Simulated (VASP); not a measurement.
## Ca: single point with PBEsol

Crystal: Ca.

```xyz
1
Lattice="0.0000 2.5707 2.6824 2.5707 0.0000 2.6824 2.5707 2.5707 0.0000" Properties=species:S:1:pos:R:3 pbc="T T T"
Ca    0.0000    0.0000    0.0000
```

This cell differs from its parent crystal: strain -0.080 along x and y, -0.040 along z.

```json
{
 "Program": "VASP 6.6.1",
 "Task": "single point",
 "Functional": "PBEsol",
 "Potentials or basis": "VASP PAW PBE potentials, release 64 (Ca_sv)",
 "Cutoff": "520 eV",
 "k mesh": "14 × 14 × 14",
 "Occupations": "gaussian, width 0.15 eV",
 "Spin": "no spin polarisation"
}
```

* Pressure: 3.0 GPa
* Band gap on the k mesh: zero (bands 5 and 6 overlap by 0.09 eV)

Stress tensor (GPa, compression positive):
```
3.12 0.00 0.00
0.00 3.12 0.00
0.00 0.00 2.69
```

Levels at points of the mesh, in eV from the Fermi level:
```
           k point  band 3  band 4  band 5  band 6  band 7  band 8
(0.00, 0.00, 0.00)  -22.41  -22.41   -4.35    2.39    2.62    2.62
(0.50, 0.00, 0.00)  -22.46  -22.44   -1.10    0.02    2.25    2.54
(0.50, 0.50, 0.00)  -22.49  -22.49   -0.74    0.50    1.02    4.73
(0.50, 0.00, 0.50)  -22.52  -22.50   -0.64    0.40    1.50    4.68
```

Wall time 46 s on 1 thread of Intel(R) Xeon(R) 6975P-C (Granite Rapids), on a shared host, peak memory 0.22 GiB.

Caveat: the cell differs from its parent crystal (strain -0.080 along x and y, -0.040 along z); the PAW data sets were made with another functional, which shifts forces and pressure a little.
